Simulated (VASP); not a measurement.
# InP3 (R-3m) in VASP: single point with LDA

Aim: the single point of InP3 with LDA.

All numbers are computed with VASP 6.6.1; they aren't measurements. Logs are shortened: lines on timing, memory, paths and dates and some standing lists are left out, and cuts for length are marked.

## 1. The cell of the first run

The structure is trigonal, space group R-3m (No. 166). The conventional cell has a = 7.378 Å, b = 7.378 Å, c = 9.737 Å, α = 90.00°, β = 90.00°, γ = 120.00°. In (site symmetry 3m) has 6 P at 2.61 to 2.84 Å within 3.4 Å. P (site symmetry m) has 2 P at 2.20 Å and 2 In at 2.61 to 2.84 Å within 2.9 Å.

## 2. Single point, LDA

The input, INCAR:

```
SYSTEM = InP3
ALGO = Normal ; EDIFF = 1E-7
ENCUT = 520 ; GGA = CA
ISIF = 2 ; ISMEAR = 0
LASPH = .TRUE. ; LCHARG = .FALSE.
LREAL = .FALSE. ; LWAVE = .FALSE.
NBANDS = 38 ; NELM = 80
PREC = Accurate ; SIGMA = 0.15
```

The input, KPOINTS:

```
k-points
0
G
  6 6 6
  0 0 0
```

The input, POSCAR:

```
InP3
1.0
    3.6889630207      2.1298237930      3.2456646549
   -3.6889630207      2.1298237930      3.2456646549
    0.0000000000     -4.2596475860      3.2456646549
In P
2 6
Direct
    0.2735775171      0.2735775171      0.2735775171
    0.7264224829      0.7264224829      0.7264224829
    0.7939412175      0.2412820278      0.7939412175
    0.7939412175      0.7939412175      0.2412820278
    0.2412820278      0.7939412175      0.7939412175
    0.2060587825      0.7587179722      0.2060587825
    0.7587179722      0.2060587825      0.2060587825
    0.2060587825      0.2060587825      0.7587179722
```

Potentials or basis: VASP PAW LDA potentials, release 64 (In_d, P).

Launch:

```
cat potpaw_LDA.64/In_d/POTCAR potpaw_LDA.64/P/POTCAR > POTCAR
mpirun -np 1 vasp_std > vasp.out
```

OUTCAR:

```text
SYSTEM = InP3
   EDIFF = 1E-7
   ENCUT = 520
   GGA = CA
   ISIF = 2
   ISMEAR = 0
   LASPH = .TRUE.
   LREAL = .FALSE.
   NELM = 80
   PREC = Accurate

 ion  position               nearest neighbor table
   1  0.274  0.274  0.274-   8 2.61   7 2.61   6 2.61   8 2.84   6 2.84   7 2.84
   2  0.726  0.726  0.726-   4 2.61   3 2.61   5 2.61   4 2.84   5 2.84   3 2.84
   3  0.794  0.241  0.794-   7 2.20   8 2.20   2 2.61   2 2.84
   4  0.794  0.794  0.241-   6 2.20   7 2.20   2 2.61   2 2.84
   5  0.241  0.794  0.794-   6 2.20   8 2.20   2 2.61   2 2.84
   6  0.206  0.759  0.206-   5 2.20   4 2.20   1 2.61   1 2.84
   7  0.759  0.206  0.206-   3 2.20   4 2.20   1 2.61   1 2.84
   8  0.206  0.206  0.759-   3 2.20   5 2.20   1 2.61   1 2.84

  LATTYP: Found a trigonal (rhomboedric) cell.
 ALAT       =     5.3552718521
 COS(alpha) =     0.0509795845

  Lattice vectors:

 A1 = (   3.6889630207,   2.1298237930,   3.2456646549)
 A2 = (  -3.6889630207,   2.1298237930,   3.2456646549)
 A3 = (   0.0000000000,  -4.2596475860,   3.2456646549)

Analysis of symmetry for initial positions (statically):
=====================================================================
 Subroutine PRICEL returns:
 Original cell was already a primitive cell.

 Routine SETGRP: Setting up the symmetry group for a
 trigonal (rhombohedral) supercell.

 Subroutine GETGRP returns: Found 12 space group operations
 (whereof 12 operations were pure point group operations)
 out of a pool of 12 trial point group operations.

The static configuration has the point symmetry D_3d.

Analysis of symmetry for dynamics (positions and initial velocities):
=====================================================================
 Subroutine PRICEL returns:
 Original cell was already a primitive cell.

 Routine SETGRP: Setting up the symmetry group for a
 trigonal (rhombohedral) supercell.

 Subroutine GETGRP returns: Found 12 space group operations
 (whereof 12 operations were pure point group operations)
 out of a pool of 12 trial point group operations.

The dynamic configuration has the point symmetry D_3d.

 Subroutine INISYM returns: Found 12 space group operations
 (whereof 12 operations are pure point group operations),
 and found     1 'primitive' translations

----------------------------------------------------------------------------------------

                                     Primitive cell

  volume of cell :     153.0040

  direct lattice vectors                    reciprocal lattice vectors
     3.688963021  2.129823793  3.245664655     0.135539445  0.078253735  0.102701101
    -3.688963021  2.129823793  3.245664655    -0.135539445  0.078253735  0.102701101
     0.000000000 -4.259647586  3.245664655     0.000000000 -0.156507470  0.102701101

  length of vectors
     5.355271852  5.355271852  5.355271852     0.187195364  0.187195364  0.187195364

  position of ions in fractional coordinates (direct lattice)
     0.273577517  0.273577517  0.273577517
     0.726422483  0.726422483  0.726422483
     0.793941217  0.241282028  0.793941217
     0.793941217  0.793941217  0.241282028
     0.241282028  0.793941217  0.793941217
     0.206058783  0.758717972  0.206058783
     0.758717972  0.206058783  0.206058783
     0.206058783  0.206058783  0.758717972

  ion indices of the primitive-cell ions
   primitive index   ion index
                 1           1
                 2           2
                 3           3
                 4           4
                 5           5
                 6           6
                 7           7
                 8           8

----------------------------------------------------------------------------------------

 KPOINTS: k-points

Automatic generation of k-mesh.
 Grid dimensions read from file:
 generate k-points for:    6    6    6

 Generating k-lattice:

  Cartesian coordinates                     Fractional coordinates (reciprocal lattice)
     0.022589907  0.013042289  0.017116850     0.166666667  0.000000000  0.000000000
    -0.022589907  0.013042289  0.017116850     0.000000000  0.166666667  0.000000000
     0.000000000 -0.026084578  0.017116850     0.000000000  0.000000000  0.166666667

  Length of vectors
     0.031199227  0.031199227  0.031199227

  Shift w.r.t. Gamma in fractional coordinates (k-lattice)
     0.000000000  0.000000000  0.000000000

 Subroutine IBZKPT returns following result:
 ===========================================

 Found     32 irreducible k-points:

 Following reciprocal coordinates:
            Coordinates               Weight
  0.000000  0.000000  0.000000      1.000000
  0.166667  0.000000  0.000000      6.000000
  0.333333  0.000000  0.000000      6.000000
  0.500000  0.000000  0.000000      3.000000
  0.166667  0.166667  0.000000      6.000000
  0.333333  0.166667  0.000000     12.000000
[... 16 lines left out ...]
  0.500000  0.500000  0.166667      6.000000
 -0.333333  0.500000  0.166667     12.000000
 [... further k-points ...]
   k-points           NKPTS =     32   k-points in BZ     NKDIM =     32   number of bands    NBANDS=     38
   number of dos      NEDOS =    301   number of ions     NIONS =      8
   total plane-waves  NPLWV =  64000
   dimension x,y,z NGX =    40 NGY =   40 NGZ =   40
   dimension x,y,z NGXF=    80 NGYF=   80 NGZF=   80
   ions per type =               2   6
   NGX,Y,Z   is equivalent  to a cutoff of  12.42, 12.42, 12.42 a.u.
   NGXF,Y,Z  is equivalent  to a cutoff of  24.83, 24.83, 24.83 a.u.
 SYSTEM =  InP3
   PREC   = accura    normal or accurate (medium, high low for compatibility)
   ISTART =      0    job   : 0-new  1-cont  2-samecut
   ICHARG =      2    charge: 1-file 2-atom 10-const
   ISPIN  =      1    spin polarized calculation?
   LNONCOLLINEAR =      F non collinear calculations
   LSORBIT =      F    spin-orbit coupling
   LASPH  =      T    aspherical Exc in radial PAW
   ENCUT  =  520.0 eV  38.22 Ry    6.18 a.u.   9.96  9.96  9.96*2*pi/ulx,y,z
   NELM   =     80;   NELMIN=  2; NELMDL= -5     # of ELM steps
   EDIFF  = 0.1E-06   stopping-criterion for ELM
   LREAL  =      F    real-space projection
   EDIFFG = 0.1E-05   stopping-criterion for IOM
   NSW    =      0    number of steps for IOM
   IBRION =     -1    ionic relax: 0-MD 1-quasi-New 2-CG
   NFREE  =      0    steps in history (QN), initial steepest desc. (CG)
   ISIF   =      2    stress and relaxation
   ISYM   =      2    0-nonsym 1-usesym 2-fastsym
   POTIM  = 0.5000    time-step for ionic-motion
   TEBEG  =    0.0;   TEEND  =   0.0 temperature during run
   PSTRESS=    0.0 pullay stress
   NELECT =      56.0000    total number of electrons
   NUPDOWN=      -1.0000    fix difference up-down
   EMIN   =  10.00;   EMAX   =-10.00  energy-range for DOS
   EFERMI =   0.00;   METHOD = LEGACY
   ISMEAR =     0;   SIGMA  =   0.15  broadening in eV -4-tet -1-fermi 0-gaus
   EFERMI_NEDOS =   21; number of points for ismear=-14 and -15
   IALGO  =     38    algorithm
   IMIX   =      4    mixing-type and parameters
     AMIX     =   0.40;   BMIX     =  1.00
     AMIX_MAG =   1.60;   BMIX_MAG =  1.00
  volume/ion in A,a.u.               =      19.13       129.07
  Fermi-wavevector in a.u.,A,eV,Ry     =   1.171035  2.212935 18.657982  1.371323
  Thomas-Fermi vector in A             =   2.307485
   LORBIT       =      0    0 simple, 1 ext, 2 COOP (PROOUT), +10 PAW based schemes
   GGA     = CA    functional components
   LHFCALC =     F    Hartree Fock is set to
   AEXX    =    0.0000 exact exchange contribution
   IVDW    =     0    specifies the selected vdW correction
   LEPSILON=     F    determine dielectric tensor
   LRPA    =     F    only Hartree local field effects (RPA)
 non-spin polarized calculation
 Gauss-broadening in eV      SIGMA  =   0.15
  energy-cutoff  :      520.00
  volume of cell :      153.00
 maximum number of plane-waves:      4152
   NGX = 19   NGY = 19   NGZ = 19

 number of electron      56.0000032 magnetization

 Free energy of the ion-electron system (eV)
  ---------------------------------------------------
  ext. energy  EPLUGINS =         0.00000000
  ---------------------------------------------------
  free energy    TOTEN  =       -43.47456408 eV

  energy without entropy =      -43.46578041  energy(sigma->0) =      -43.47017225

 E-fermi :   7.0852     XC(G=0): -10.5769

 val. band max:        6.9485193055   @ k =   0.5000   0.5000   0.3333
 cond. band min:       7.1095001971   @ k =   0.5000   0.5000   0.0000
 fundamental gap:      0.1609808915
 Fermi energy:         7.0851970495

 k-point     1 :       0.0000    0.0000    0.0000
  band No.  band energies     occupation
      1      -7.4463      2.00000
      2      -7.4463      2.00000
      3      -7.3105      2.00000
      4      -7.2901      2.00000
      5      -7.2901      2.00000
      6      -7.1916      2.00000
[... 30 lines left out ...]
     37      13.4144      0.00000
     38      14.1752      0.00000

 k-point     2 :       0.1667    0.0000    0.0000
  band No.  band energies     occupation
      1      -7.4707      2.00000
      2      -7.4349      2.00000
      3      -7.2969      2.00000
      4      -7.2894      2.00000
      5      -7.2294      2.00000
      6      -7.1924      2.00000
[... 30 lines left out ...]
     37      12.6193      0.00000
     38      13.4667      0.00000

 k-point     3 :       0.3333    0.0000    0.0000
  band No.  band energies     occupation
      1      -7.4786      2.00000
      2      -7.4073      2.00000
      3      -7.3154      2.00000
      4      -7.2861      2.00000
      5      -7.2030      2.00000
      6      -7.1929      2.00000
[... 30 lines left out ...]
     37      12.6360      0.00000
     38      13.4125      0.00000

 k-point     4 :       0.5000    0.0000    0.0000
  band No.  band energies     occupation
      1      -7.4766      2.00000
      2      -7.3875      2.00000
      3      -7.3308      2.00000
      4      -7.2846      2.00000
      5      -7.2005      2.00000
      6      -7.1927      2.00000
[... 30 lines left out ...]
     37      12.5788      0.00000
     38      13.0073      0.00000
[... 703 lines left out ...]
      4      -7.2786      2.00000
      5      -7.2005      2.00000
      6      -7.1932      2.00000
[... 30 lines left out ...]
     37      12.1093      0.00000
     38      12.2513      0.00000

 k-point    23 :       0.5000    0.5000    0.1667
  band No.  band energies     occupation
      1      -7.4382      2.00000
      2      -7.3178      2.00000
      3      -7.2706      2.00000
      4      -7.2602      2.00000
      5      -7.2390      2.00000
      6      -7.1863      2.00000
[... 30 lines left out ...]
     37      11.5600      0.00000
     38      11.6890      0.00000

 k-point    24 :      -0.3333    0.5000    0.1667
  band No.  band energies     occupation
      1      -7.4544      2.00000
      2      -7.3193      2.00000
      3      -7.2894      2.00000
      4      -7.2675      2.00000
      5      -7.2181      2.00000
      6      -7.1903      2.00000
[... 30 lines left out ...]
     37      11.7858      0.00000
     38      11.8624      0.00000

 [... further k-points ...]
[... 5 lines left out ...]
  --------------------------------------------------------------------------------------
  -------------------------------------------------------------------------------------
  Total       -0.0939037     -0.0939037     -0.1053347      0.0000000     -0.0000000      0.0000000
  in kB       -0.9833101     -0.9833101     -1.1030088      0.0000000     -0.0000000      0.0000000
  external PRESSURE =      -1.0232096 kB  Pullay stress =       0.0000000 kB

 VOLUME and BASIS-vectors are now :
 -----------------------------------------------------------------------------
  energy-cutoff  :      520.00
  volume of cell :      153.00
      direct lattice vectors                 reciprocal lattice vectors
     3.688963021  2.129823793  3.245664655     0.135539445  0.078253735  0.102701101
    -3.688963021  2.129823793  3.245664655    -0.135539445  0.078253735  0.102701101
     0.000000000 -4.259647586  3.245664655     0.000000000 -0.156507470  0.102701101

 POSITION                                       TOTAL-FORCE (eV/Angst)
 -----------------------------------------------------------------------------------
      0.00000      0.00000      2.66382        -0.000000      0.000000      0.012919
      0.00000      0.00000      7.07317        -0.000000      0.000000     -0.012919
      2.03874     -1.17707      5.93685         0.016175     -0.009339      0.041099
      0.00000      2.35413      5.93685        -0.000000      0.018678      0.041099
     -2.03874     -1.17707      5.93685        -0.016175     -0.009339      0.041099
     -2.03874      1.17707      3.80014        -0.016175      0.009339     -0.041099
      2.03874      1.17707      3.80014         0.016175      0.009339     -0.041099
      0.00000     -2.35413      3.80014        -0.000000     -0.018678     -0.041099
 -----------------------------------------------------------------------------------
    total drift:                                0.000000      0.000000     -0.000000

  FREE ENERGIE OF THE ION-ELECTRON SYSTEM (eV)
  ---------------------------------------------------
  free  energy   TOTEN  =       -43.4745640788 eV

  energy  without entropy=      -43.4657804129  energy(sigma->0) =      -43.47017225
```

It took 5.2 min on 1 thread of AMD EPYC 7R13, shared host; peak memory 0.25 GiB.

Results:

- Free energy: -43.4746 eV
- Pressure: -0.1 GPa
- Largest force: 0.045 eV/Å
- Band gap on the k mesh: zero (bands 28 and 29 overlap by 0.51 eV)

Forces in eV/Å, atoms in the order of the input:
```
In   0.000  0.000  0.013
In   0.000  0.000 -0.013
P    0.016 -0.009  0.041
P    0.000  0.019  0.041
P   -0.016 -0.009  0.041
P   -0.016  0.009 -0.041
P    0.016  0.009 -0.041
P    0.000 -0.019 -0.041
```

Caveat: semilocal functionals underestimate gaps, so a narrow gap can read as zero; spin-orbit coupling is left out, which moves the levels of the heavy elements.
